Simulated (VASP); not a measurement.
# CsPbCl3 (Pm-3m) in VASP: notebook

Aim: see how the results for CsPbCl3 move with the level of theory and the settings. Levels: LDA, PBE, r2SCAN, b88 exchange, pbe correlation. Tasks: single point.

All numbers are computed with VASP 6.6.1; they aren't measurements. Logs are shortened: lines on timing, memory, paths and dates and some standing lists are left out, and cuts for length are marked.

## Step 1: The cell of the first run

The structure is cubic, space group Pm-3m (No. 221). The conventional cell has a = 5.605 Å, b = 5.605 Å, c = 5.605 Å, α = 90.00°, β = 90.00°, γ = 90.00°. Pb (site symmetry m-3m) has 6 Cl at 2.80 Å within 3.7 Å. Within 5.2 Å of Cs (site symmetry m-3m) lie 12 Cl at 3.96 Å and 8 Pb at 4.85 Å. Cl (site symmetry 4/mmm) has 2 Pb at 2.80 Å within 3.7 Å.

## Step 2: Single point, LDA, non-collinear spin, zero start, spin-orbit coupling

The input, INCAR:

```
SYSTEM = CsPbCl3
PREC = Accurate
ENCUT = 520
EDIFF = 1E-7
ISMEAR = -1
SIGMA = 0.05
LREAL = .FALSE.
LASPH = .TRUE.
NELM = 150
ALGO = Normal
ISIF = 2
LWAVE = .FALSE.
LCHARG = .FALSE.
MAGMOM = 0 0 0 0 0 0 0 0 0 0 0 0 0 0 0
LORBIT = 11
LSORBIT = .TRUE.
GGA_COMPAT = .FALSE.
LORBMOM = .TRUE.
GGA = CA
NBANDS = 59
```

The input, KPOINTS:

```
Automatic mesh
0
G
  4 4 4
  0 0 0
```

The input, POSCAR:

```
CsPbCl3
1.0
    5.6050000000      0.0000000000      0.0000000000
    0.0000000000      5.6050000000      0.0000000000
    0.0000000000      0.0000000000      5.6050000000
Pb Cs Cl
1 1 3
Direct
    0.5000000000      0.5000000000      0.5000000000
    0.0000000000      0.0000000000      0.0000000000
    0.5000000000      0.0000000000      0.5000000000
    0.0000000000      0.5000000000      0.5000000000
    0.5000000000      0.5000000000      0.0000000000
```

Potentials or basis: VASP PAW LDA potentials, release 64 (Pb_d, Cs_sv, Cl).

Started as:

```bash
> cat potpaw_LDA.64/Pb_d/POTCAR potpaw_LDA.64/Cs_sv/POTCAR potpaw_LDA.64/Cl/POTCAR > POTCAR
> mpirun -np 1 vasp_ncl > vasp.out
```

OUTCAR:

```text
SYSTEM = CsPbCl3
   PREC = Accurate
   ENCUT = 520
   EDIFF = 1E-7
   ISMEAR = -1
   LREAL = .FALSE.
   LASPH = .TRUE.
   NELM = 150
   ISIF = 2
   LORBIT = 11
   LSORBIT = .TRUE.
   GGA = CA

 ion  position               nearest neighbor table
   1  0.500  0.500  0.500-   3 2.80   4 2.80   5 2.80   5 2.80   3 2.80   4 2.80
   2  0.000  0.000  0.000-
   3  0.500  0.000  0.500-   1 2.80   1 2.80
   4  0.000  0.500  0.500-   1 2.80   1 2.80
   5  0.500  0.500  0.000-   1 2.80   1 2.80

  LATTYP: Found a simple cubic cell.
 ALAT       =     5.6050000000

  Lattice vectors:

 A1 = (   5.6050000000,   0.0000000000,   0.0000000000)
 A2 = (   0.0000000000,   5.6050000000,   0.0000000000)
 A3 = (   0.0000000000,   0.0000000000,   5.6050000000)

Analysis of symmetry for initial positions (statically):
=====================================================================
 Subroutine PRICEL returns:
 Original cell was already a primitive cell.

 Routine SETGRP: Setting up the symmetry group for a
 simple cubic supercell.

 Subroutine GETGRP returns: Found 48 space group operations
 (whereof 48 operations were pure point group operations)
 out of a pool of 48 trial point group operations.

The static configuration has the point symmetry O_h .

Analysis of symmetry for dynamics (positions and initial velocities):
=====================================================================
 Subroutine PRICEL returns:
 Original cell was already a primitive cell.

 Routine SETGRP: Setting up the symmetry group for a
 simple cubic supercell.

 Subroutine GETGRP returns: Found 48 space group operations
 (whereof 48 operations were pure point group operations)
 out of a pool of 48 trial point group operations.

The dynamic configuration has the point symmetry O_h .

Analysis of structural, dynamic, and magnetic symmetry:
=====================================================================
 Subroutine PRICEL returns:
 Original cell was already a primitive cell.

 Routine SETGRP: Setting up the symmetry group for a
 simple cubic supercell.

 Subroutine GETGRP returns: Found 48 space group operations
 (whereof 48 operations were pure point group operations)
 out of a pool of 48 trial point group operations.

The overall configuration has the point symmetry O_h .

 Subroutine INISYM returns: Found 48 space group operations
 (whereof 48 operations are pure point group operations),
 and found     1 'primitive' translations

----------------------------------------------------------------------------------------

                                     Primitive cell

  volume of cell :     176.0868

  direct lattice vectors                    reciprocal lattice vectors
     5.605000000  0.000000000  0.000000000     0.178412132  0.000000000  0.000000000
     0.000000000  5.605000000  0.000000000     0.000000000  0.178412132  0.000000000
     0.000000000  0.000000000  5.605000000     0.000000000  0.000000000  0.178412132

  length of vectors
     5.605000000  5.605000000  5.605000000     0.178412132  0.178412132  0.178412132

  position of ions in fractional coordinates (direct lattice)
     0.500000000  0.500000000  0.500000000
     0.000000000  0.000000000  0.000000000
     0.500000000  0.000000000  0.500000000
     0.000000000  0.500000000  0.500000000
     0.500000000  0.500000000  0.000000000

  ion indices of the primitive-cell ions
   primitive index   ion index
                 1           1
                 2           2
                 3           3
                 4           4
                 5           5

----------------------------------------------------------------------------------------

 KPOINTS: Automatic mesh

Automatic generation of k-mesh.
 Grid dimensions read from file:
 generate k-points for:    4    4    4

 Generating k-lattice:

[... 100 lines left out ...]

 val. band max:        1.5876287414   @ k =   0.5000   0.5000   0.5000
 cond. band min:       2.2319577146   @ k =   0.5000   0.5000   0.5000
 fundamental gap:      0.6443289732
 Fermi energy:         1.9097929345

[... 35 lines left out ...]
  ---------------------------------------------------
  free  energy   TOTEN  =       -19.8781635479 eV

  energy  without entropy=      -19.8781265897  energy(sigma->0) =      -19.87814507

 orbital moment (x)

 # of ion     p       d       tot
 ----------------------------------------
  1         0.000   0.000   0.000
  2         0.000  -0.000  -0.000
  3         0.000   0.000   0.000
  4        -0.000   0.000  -0.000
  5         0.000   0.000   0.000
 ----------------------------------------
           -0.000   0.000   0.000

 orbital moment (y)

 # of ion     p       d       tot
 ----------------------------------------
  1         0.000  -0.000  -0.000
  2         0.000  -0.000  -0.000
  3         0.000   0.000   0.000
  4         0.000   0.000   0.000
  5        -0.000   0.000  -0.000
 ----------------------------------------
           -0.000  -0.000  -0.000

 orbital moment (z)

 # of ion     p       d       tot
 ----------------------------------------
  1         0.000  -0.000  -0.000
  2         0.000  -0.000  -0.000
  3         0.000   0.000   0.000
  4         0.000   0.000   0.000
  5         0.000   0.000   0.000
 ----------------------------------------
            0.000  -0.000  -0.000

 Spin-Orbit-Coupling matrix elements

 Ion:    1  E_soc:     -0.7198336
 l=   1
     0.0000000    -0.0521419    -0.0521419
    -0.0521419     0.0000000    -0.0521419
    -0.0521419    -0.0521419     0.0000000
 l=   2
     0.0000000    -0.0136701     0.0000000    -0.0136701    -0.0541603
    -0.0136701     0.0000000    -0.0406202    -0.0136701    -0.0135401
     0.0000000    -0.0406202     0.0000000    -0.0406202     0.0000000
    -0.0136701    -0.0136701    -0.0406202     0.0000000    -0.0135401
    -0.0541603    -0.0135401     0.0000000    -0.0135401     0.0000000
 l=   3
     0.0000000     0.0000000     0.0000000     0.0000000     0.0000000     0.0000000     0.0000000
     0.0000000     0.0000000     0.0000000     0.0000000     0.0000000     0.0000000     0.0000000
     0.0000000     0.0000000     0.0000000     0.0000000     0.0000000     0.0000000     0.0000000
     0.0000000     0.0000000     0.0000000     0.0000000     0.0000000     0.0000000     0.0000000
[... 69 lines left out ...]
 l=   2
     0.0000000     0.0000000     0.0000000     0.0000000     0.0000000
     0.0000000     0.0000000     0.0000000     0.0000000     0.0000000
     0.0000000     0.0000000     0.0000000     0.0000000     0.0000000
     0.0000000     0.0000000     0.0000000     0.0000000     0.0000000
     0.0000000     0.0000000     0.0000000     0.0000000     0.0000000
 l=   3
     0.0000000     0.0000000     0.0000000     0.0000000     0.0000000     0.0000000     0.0000000
     0.0000000     0.0000000     0.0000000     0.0000000     0.0000000     0.0000000     0.0000000
     0.0000000     0.0000000     0.0000000     0.0000000     0.0000000     0.0000000     0.0000000
     0.0000000     0.0000000     0.0000000     0.0000000     0.0000000     0.0000000     0.0000000
     0.0000000     0.0000000     0.0000000     0.0000000     0.0000000     0.0000000     0.0000000
     0.0000000     0.0000000     0.0000000     0.0000000     0.0000000     0.0000000     0.0000000
     0.0000000     0.0000000     0.0000000     0.0000000     0.0000000     0.0000000     0.0000000

 total charge

# of ion       s       p       d       tot
------------------------------------------
    1        1.508   0.473   9.859  11.840
    2        1.825   4.684   0.013   6.522
    3        1.597   3.493   0.000   5.090
    4        1.597   3.493   0.000   5.090
    5        1.597   3.493   0.000   5.090
--------------------------------------------------
tot          8.125  15.636   9.872  33.632

 magnetization (x)

# of ion       s       p       d       tot
------------------------------------------
    1       -0.000   0.000  -0.000  -0.000
    2       -0.000  -0.000   0.000  -0.000
    3       -0.000  -0.000   0.000  -0.000
    4        0.000  -0.000   0.000  -0.000
    5        0.000   0.000   0.000   0.000
--------------------------------------------------
tot         -0.000  -0.000  -0.000  -0.000

 magnetization (y)

# of ion       s       p       d       tot
------------------------------------------
    1        0.000   0.000   0.000   0.000
    2       -0.000   0.000   0.000   0.000
    3       -0.000   0.000   0.000  -0.000
    4       -0.000   0.000   0.000  -0.000
    5        0.000  -0.000   0.000   0.000
--------------------------------------------------
tot          0.000   0.000   0.000   0.000

 magnetization (z)

# of ion       s       p       d       tot
------------------------------------------
    1       -0.000   0.000   0.000   0.000
    2        0.000  -0.000   0.000  -0.000
    3        0.000   0.000   0.000   0.000
    4        0.000  -0.000   0.000  -0.000
    5       -0.000   0.000   0.000  -0.000
--------------------------------------------------
tot         -0.000   0.000   0.000   0.000
```

Run time: 3.8 min. Hardware: 1 thread of Intel Xeon Platinum 8259CL at 2.50GHz (Skylake/Cascade Lake), shared host; peak memory 0.49 GiB.

What came out:

```yaml
Free_energy: -19.8782 eV
Pressure: -1.2 GPa
Net_moment: 0.00 μB per cell
Valence_electrons_inside_the_program's_atomic_spheres: Pb 11.84; Cs 6.52; Cl 5.09
```

Moments on the atoms (μB; x, y, z):
```
Pb  0.00 0.00 0.00
Cs  0.00 0.00 0.00
Cl  0.00 0.00 0.00
Cl  0.00 0.00 0.00
Cl  0.00 0.00 0.00
```

## Step 3: Single point, PBE

This run uses another cell than the first one, of 37.69 Å³/atom.

The input, INCAR:

```
SYSTEM = CsPbCl3
PREC     = Accurate       ! precision mode
ENCUT    = 520            ! plane-wave cutoff, eV
EDIFF    = 1E-7           ! SCF threshold, eV
ISMEAR   = -1             ! smearing method
SIGMA    = 0.05           ! smearing width, eV
LREAL    = .False.        ! projectors in reciprocal space
LASPH    = .True.         ! aspherical terms in the spheres
NELM     = 100            ! most SCF steps
ALGO     = Normal         ! electronic algorithm
ISIF     = 2              ! what is computed and relaxed
LWAVE    = .False.        ! write WAVECAR
LCHARG   = .False.        ! write CHGCAR
GGA      = PE             ! functional
NBANDS   = 30             ! bands
```

The input, KPOINTS:

```
regular mesh
0
Gamma
  5 5 5
  0 0 0
```

POSCAR: that of step 2 with these lines changed.

```diff
@@ -2,5 +2,5 @@
 1.0
-    5.6050000000      0.0000000000      0.0000000000
-    0.0000000000      5.6050000000      0.0000000000
-    0.0000000000      0.0000000000      5.6050000000
+    5.7331002888      0.0000000000      0.0000000000
+    0.0000000000      5.7331002888      0.0000000000
+    0.0000000000      0.0000000000      5.7331002888
 Pb Cs Cl
```

Potentials or basis: VASP PAW PBE potentials, release 64 (Pb_d, Cs_sv, Cl).

Started as:

```bash
> cat potpaw_PBE.64/Pb_d/POTCAR potpaw_PBE.64/Cs_sv/POTCAR potpaw_PBE.64/Cl/POTCAR > POTCAR
> mpirun -np 1 vasp_std > vasp.out
```

Wall time 74 s (1 thread of Intel Xeon 8259CL, shared host); peak memory 0.34 GiB.

Results (log left out):

| Property | Result |
| --- | --- |
| Free energy | -17.5706 eV |
| Pressure | 0.0 GPa |
| Band gap on the k mesh | 3.10 eV |

Levels at points of the mesh, in eV from the valence-band top:
```
           k point  band 20  band 21  band 22  band 23  band 24  band 25
(0.00, 0.00, 0.00)    -1.55    -1.55    -1.55     4.17     5.25     5.25
```

Caveat: spin-orbit coupling is left out, which moves the levels of the heavy elements; an odd mesh through Γ misses points on the zone boundary, where band edges can lie. PBE gaps usually lie below the measured ones, often by a third to a half.

## Step 4: Single point, r2SCAN

This run uses another cell than the first one, of 36.46 Å³/atom.

POSCAR: that of step 3 with these lines changed.

```diff
@@ -2,5 +2,5 @@
 1.0
-    5.7331002888      0.0000000000      0.0000000000
-    0.0000000000      5.7331002888      0.0000000000
-    0.0000000000      0.0000000000      5.7331002888
+    5.6701298093      0.0000000000      0.0000000000
+    0.0000000000      5.6701298093      0.0000000000
+    0.0000000000      0.0000000000      5.6701298093
 Pb Cs Cl
```

The input, INCAR.step1:

```
SYSTEM = CsPbCl3
PREC = Accurate
ENCUT = 520
ISMEAR = -1
SIGMA = 0.05
LREAL = .False.
LASPH = .True.
NELM = 80
NBANDS = 30
GGA = PE
ALGO = Normal
EDIFF = 1E-4
LWAVE = .True.
LCHARG = .False.
```

The input, INCAR.step2:

```
SYSTEM = CsPbCl3
PREC = Accurate
ENCUT = 520
EDIFF = 1E-6
ISMEAR = -1
SIGMA = 0.05
LREAL = .False.
LASPH = .True.
NELM = 80
ALGO = Normal
ISIF = 2
LWAVE = .False.
LCHARG = .False.
METAGGA = R2SCAN
LMIXTAU = .True.
NBANDS = 30
ISTART = 1
```

KPOINTS is that of step 3.

Started as:

```bash
> cat potpaw_PBE.64/Pb_d/POTCAR potpaw_PBE.64/Cs_sv/POTCAR potpaw_PBE.64/Cl/POTCAR > POTCAR
> cp INCAR.step1 INCAR
> mpirun -np 1 vasp_std > vasp.out
> cp INCAR.step2 INCAR
> mpirun -np 1 vasp_std > vasp.out
```

Wall time 2.9 min (1 thread of Intel Xeon 8259CL, shared host); peak memory 0.31 GiB.

It converged, with:

| Quantity | Value |
| --- | --- |
| Free energy | -108.1928 eV |
| Pressure | 0.0 GPa |
| Band gap on the k mesh | 3.40 eV |

Levels at points of the mesh, in eV from the valence-band top:
```tsv
k point	band 20	band 21	band 22	band 23	band 24	band 25
(0.00, 0.00, 0.00)	-1.93	-1.93	-1.93	4.53	5.42	5.42
```

Caveat: the PAW data sets were made with another functional, which shifts forces and pressure a little; spin-orbit coupling is left out, which moves the levels of the heavy elements; an odd mesh through Γ misses points on the zone boundary, where band edges can lie. r2SCAN opens gaps a little over a GGA but as a rule still falls short of measured ones.

## Step 5: Single point, b88 exchange, pbe correlation

This run uses another cell than the first one, of 33.10 Å³/atom.

The input, INCAR:

```
SYSTEM = CsPbCl3
ALGO = Normal ; EDIFF = 1E-6
ENCUT = 500 ; GGA = LIBXC
GGA_COMPAT = .FALSE. ; ISIF = 2
ISMEAR = -1 ; LASPH = .TRUE.
LCHARG = .TRUE. ; LELF = .TRUE.
LIBXC1 = GGA_X_B88 ; LIBXC2 = GGA_C_PBE
LREAL = .FALSE. ; LVHAR = .TRUE.
LWAVE = .FALSE. ; NBANDS = 30
NELM = 120 ; PREC = Accurate
SIGMA = 0.05
```

The input, KPOINTS:

```
k-points
0
G
  5 5 5
  0 0 0
```

POSCAR: that of step 4 with these lines changed.

```diff
@@ -2,5 +2,5 @@
 1.0
-    5.6701298093      0.0000000000      0.0000000000
-    0.0000000000      5.6701298093      0.0000000000
-    0.0000000000      0.0000000000      5.6701298093
+    5.4905801394      0.0000000000      0.0000000000
+    0.0000000000      5.4905801394      0.0000000000
+    0.0000000000      0.0000000000      5.4905801394
 Pb Cs Cl
```

Started as:

```bash
> cat potpaw_PBE.64/Pb_d/POTCAR potpaw_PBE.64/Cs_sv/POTCAR potpaw_PBE.64/Cl/POTCAR > POTCAR
> mpirun -np 1 vasp_std > vasp.out
```

Run time: 33 s. Hardware: 1 thread of Intel Xeon 6975P-C (Granite Rapids), shared host; peak memory 0.25 GiB.

Results (log left out):

| Quantity | Value |
| --- | --- |
| Free energy | -16.6572 eV |
| Pressure | 3.9 GPa |
| Band gap on the k mesh | 2.82 eV |

Levels at points of the mesh, in eV from the valence-band top:
```tsv
k point	band 20	band 21	band 22	band 23	band 24	band 25
(0.00, 0.00, 0.00)	-2.32	-2.32	-2.32	3.89	4.67	4.67
```

Caveat: the cell stands under pressure; the PAW data sets were made with another functional, which shifts forces and pressure a little; spin-orbit coupling is left out, which moves the levels of the heavy elements; an odd mesh through Γ misses points on the zone boundary, where band edges can lie.

## Step 6: Single point, b88 exchange, pbe correlation

This run uses another cell than the first one, of 33.81 Å³/atom.

The input, INCAR:

```
SYSTEM = CsPbCl3
ALGO = Normal ; EDIFF = 1E-6
ENCUT = 500 ; GGA = LIBXC
GGA_COMPAT = .FALSE. ; ISIF = 2
ISMEAR = -1 ; LASPH = .TRUE.
LCHARG = .FALSE. ; LIBXC1 = GGA_X_B88
LIBXC2 = GGA_C_PBE ; LREAL = .FALSE.
LWAVE = .FALSE. ; NBANDS = 30
NELM = 120 ; PREC = Accurate
SIGMA = 0.05
```

KPOINTS is that of step 5.

POSCAR: that of step 5 with these lines changed.

```diff
@@ -2,5 +2,5 @@
 1.0
-    5.4905801394      0.0000000000      0.0000000000
-    0.0000000000      5.4905801394      0.0000000000
-    0.0000000000      0.0000000000      5.4905801394
+    5.5292474706      0.0000000000      0.0000000000
+    0.0000000000      5.5292474706      0.0000000000
+    0.0000000000      0.0000000000      5.5292474706
 Pb Cs Cl
```

Potentials or basis: VASP PAW PBE potentials, release 64 (Pb_d, Cs_sv, Cl).

Started as:

```bash
> cat potpaw_PBE.64/Pb_d/POTCAR potpaw_PBE.64/Cs_sv/POTCAR potpaw_PBE.64/Cl/POTCAR > POTCAR
> mpirun -np 1 vasp_std > vasp.out
```

Run time: 32 s. Hardware: 1 thread of Intel Xeon 6975P-C (Granite Rapids), shared host; peak memory 0.25 GiB.

It converged, with:

```
Free energy            : -16.7368 eV
Pressure               : 3.2 GPa
Band gap on the k mesh : 2.88 eV
```

Levels at points of the mesh, in eV from the valence-band top:
```csv
k point,band 20,band 21,band 22,band 23,band 24,band 25
"(0.00, 0.00, 0.00)",-2.18,-2.18,-2.18,3.98,4.81,4.81
```

Caveat: the cell stands under pressure; the PAW data sets were made with another functional, which shifts forces and pressure a little; spin-orbit coupling is left out, which moves the levels of the heavy elements; an odd mesh through Γ misses points on the zone boundary, where band edges can lie.

## Step 7: Overview

| level | potentials or basis | spin | cell | k mesh | cutoff (eV) | gap on the mesh (eV) | pressure (GPa) |
| --- | --- | --- | --- | --- | --- | --- | --- |
| LDA | VASP PAW LDA potentials, release 64 (Pb_d, Cs_sv, Cl) | non-collinear, zero start, SOC | a = 5.605 Å, 5 atoms | 4 × 4 × 4 | 520 | - | -1.2 |
| PBE | VASP PAW PBE potentials, release 64 (Pb_d, Cs_sv, Cl) | off | a = 5.733 Å, 5 atoms | 5 × 5 × 5 | 520 | 3.10 | 0.0 |
| r2SCAN | VASP PAW PBE potentials, release 64 (Pb_d, Cs_sv, Cl) | off | a = 5.670 Å, 5 atoms | 5 × 5 × 5 | 520 | 3.40 | 0.0 |
| b88 exchange, pbe correlation | VASP PAW PBE potentials, release 64 (Pb_d, Cs_sv, Cl) | off | a = 5.491 Å, 5 atoms | 5 × 5 × 5 | 500 | 2.82 | 3.9 |
| b88 exchange, pbe correlation | VASP PAW PBE potentials, release 64 (Pb_d, Cs_sv, Cl) | off | a = 5.529 Å, 5 atoms | 5 × 5 × 5 | 500 | 2.88 | 3.2 |

Alike in all rows: task single point; smearing fermi-dirac 0.05 eV.

Caveats: spin-orbit coupling is left out, which moves the levels of the heavy elements (at least some runs); an odd mesh through Γ misses points on the zone boundary, where band edges can lie (at least some runs); the PAW data sets were made with another functional, which shifts forces and pressure a little (at least some runs); the cell stands under pressure (at least some runs).

Total energies depend on the potentials used, so only differences within one code and one set of settings carry meaning.
